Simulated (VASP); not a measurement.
Here is a VASP 6.6.1 calculation.

File INCAR:

```
ALGO     = Normal         # electronic algorithm
EDIFF    = 1E-7           # SCF threshold, eV
ENCUT    = 520            # plane-wave cutoff, eV
GGA      = PE             # functional
ISIF     = 2              # what is computed and relaxed
ISMEAR   = 0              # smearing method
LASPH    = True           # aspherical terms in the spheres
LCHARG   = False          # write CHGCAR
LREAL    = False          # projectors in reciprocal space
LWAVE    = False          # write WAVECAR
NBANDS   = 14             # bands
NELM     = 100            # most SCF steps
PREC     = Accurate       # precision mode
SIGMA    = 0.15           # smearing width, eV
```

File KPOINTS:

```
k-points
0
Gamma
  18 18 18
```

POSCAR

```
HfN
1.0
    0.0000000000      2.2590000000      2.2590000000
    2.2590000000      0.0000000000      2.2590000000
    2.2590000000      2.2590000000      0.0000000000
Hf N
1 1
Direct
    0.0000000000      0.0000000000      0.0000000000
    0.4413091981      0.5000000000      0.5000000000
```

Potentials or basis: VASP PAW PBE potentials, release 64 (Hf_pv, N).

The run is started by

```sh
$ cat potpaw_PBE.64/Hf_pv/POTCAR potpaw_PBE.64/N/POTCAR > POTCAR
$ mpirun -np 1 vasp_std > vasp.out
```

(1) What does it give for the pressure?

(2) Predict the largest force.

Results:

(1) 7.7 GPa.

(2) 2.177 eV/Å.

Caveat: the cell differs from its parent crystal (all N atoms moved +0.188 Å, as atom 2 towards its neighbour atom 2 (N) at 3.195 Å); forces of over 1 eV/Å act on the atoms, so gaps and moduli don't describe the material at rest.
